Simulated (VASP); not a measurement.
A run of VASP 6.6.1:

File INCAR:

```
ALGO = Normal ; DIPOL = 0.5 0.5 0.297
EDIFF = 1E-6 ; ENCUT = 520
GGA = PE ; GGA_COMPAT = False
IDIPOL = 3 ; ISIF = 2
ISMEAR = 0 ; ISPIN = 2
LASPH = True ; LCHARG = False
LDIPOL = True ; LORBIT = 11
LREAL = False ; LWAVE = False
MAGMOM = 0 0 0 0 0 0 0 0 0 0 0 0 1 1 ; NBANDS = 41
NELM = 200 ; NELMDL = -8
PREC = Accurate ; SIGMA = 0.1
```

File KPOINTS:

```
k-points
0
Gamma
  5 5 1
```

POSCAR

```
Al6O
1.0
    5.7135165838      0.0000000000      0.0000000000
    0.0000000000      5.7135165838      0.0000000000
    0.0000000000      0.0000000000     22.1746954225
Al O
12 2
Direct
    0.2500000000      0.2500000000      0.1803857922
    0.2500000000      0.7500000000      0.1803857922
    0.7500000000      0.2500000000      0.1803857922
    0.7500000000      0.7500000000      0.1803857922
    0.0000000000      0.0000000000      0.2744050915
    0.0000000000      0.5000000000      0.2744050915
    0.5000000000      0.0000000000      0.2744050915
    0.5000000000      0.5000000000      0.2744050915
    0.2500000000      0.2500000000      0.3686497274
    0.2500000000      0.7500000000      0.3686497274
    0.7500000000      0.2500000000      0.3686497274
    0.7500000000      0.7500000000      0.3686497274
    0.0461850670      0.2500000000      0.4335886126
    0.4538149330      0.2500000000      0.4335886126
```

Potentials or basis: VASP PAW PBE potentials, release 64 (Al, O).

Run with:

```sh
$ cat potpaw_PBE.64/Al/POTCAR potpaw_PBE.64/O/POTCAR > POTCAR
$ mpirun -np 1 vasp_std > vasp.out
```

Hardware: 1 thread of AMD EPYC 7R13, with other jobs on the host.

Task: How long does it take, and how much memory?

Result: It took 46 min on 1 thread of AMD EPYC 7R13, with other jobs on the host, peak memory 1 GiB. Counts: scf iterations 36, k points 9.
